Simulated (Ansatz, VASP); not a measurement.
# SiGe3 in VASP and in Ansatz

```xyz
4
Lattice="4.0636 0.0000 0.0000 0.0000 4.0636 0.0000 0.0000 0.0000 6.1115" Properties=species:S:1:pos:R:3 pbc="T T T"
Si    0.0000    0.0000    2.1267
Ge    0.0000    0.0000    4.6707
Ge    2.0318    0.0000    6.5652
Ge    0.0000    2.0318    6.5652
```

Alike in both runs: functional PBE; k mesh 5 × 5 × 4; occupations gaussian, width 0.2 eV; no spin polarisation.

Ansatz relaxed the structure, and its values are those at the end. VASP's run is a single point on that final structure, the one shown.

|  | VASP | Ansatz |
| --- | --- | --- |
| version | VASP 6.6.1 | Ansatz 0.2.0 |
| potentials or method | VASP PAW PBE potentials, release 64 (Si, Ge_d), cutoff 500 eV | scalar-relativistic, plane waves, PAW |
| valence electrons in the cell | 46 | 46 |

|  | VASP | Ansatz | Ansatz less VASP |
| --- | --- | --- | --- |
| gap on the k mesh at the Fermi level (eV) | none | none | - |
| pressure (GPa) | -0.5 | -0.5 | +0.01 |
| rms of the force components (eV/Å) | 0.012 | 0.013 | +0.0015 |

A gap of «none» marks a metal or a gap that the smearing closes. With one functional, cell and mesh, what is left measures potentials, basis and numerics.
